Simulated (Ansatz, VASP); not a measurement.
**HfSn2S6 in VASP and in Ansatz**

```
CELL_PARAMETERS angstrom
6.41299 0.00000 0.00000
-3.20649 5.55381 0.00000
0.00000 0.00000 6.85199
ATOMIC_POSITIONS crystal
Hf 0.00000 0.00000 0.00000
Sn 0.33333 0.66667 0.00000
Sn 0.66667 0.33333 0.00000
S 0.33256 0.00000 0.21411
S 0.00000 0.33256 0.21411
S 0.66744 0.66744 0.21411
S 0.66744 0.00000 0.78589
S 0.33256 0.33256 0.78589
S 0.00000 0.66744 0.78589
```

Alike in both runs: functional PBE; k mesh 6 × 6 × 4; occupations gaussian, width 0.02 eV; no spin polarisation.

Ansatz relaxed the structure, and its values are those at the end. VASP's run is a single point on that final structure, the one shown.

|  | VASP | Ansatz |
| --- | --- | --- |
| version | VASP 6.6.1 | Ansatz 0.2.0 |
| potentials or method | VASP PAW PBE potentials, release 64 (Hf_pv, Sn_d, S), cutoff 520 eV | scalar-relativistic, plane waves, PAW |
| valence electrons in the cell | 74 | 90 |

|  | VASP | Ansatz | Ansatz less VASP |
| --- | --- | --- | --- |
| gap on the k mesh at the Fermi level (eV) | 0.98 | 0.96 | -0.012 |
| least direct gap on the mesh (eV) | 0.98 | 0.96 | -0.012 |
| pressure (GPa) | -0.2 | 0.0 | +0.24 |
| rms of the force components (eV/Å) | 0.020 | 0.002 | -0.0187 |

VASP's potentials hold 74 valence electrons a cell and Ansatz's 90, so a difference there can come from the potentials and not from the codes.

Spin-orbit coupling is off throughout.
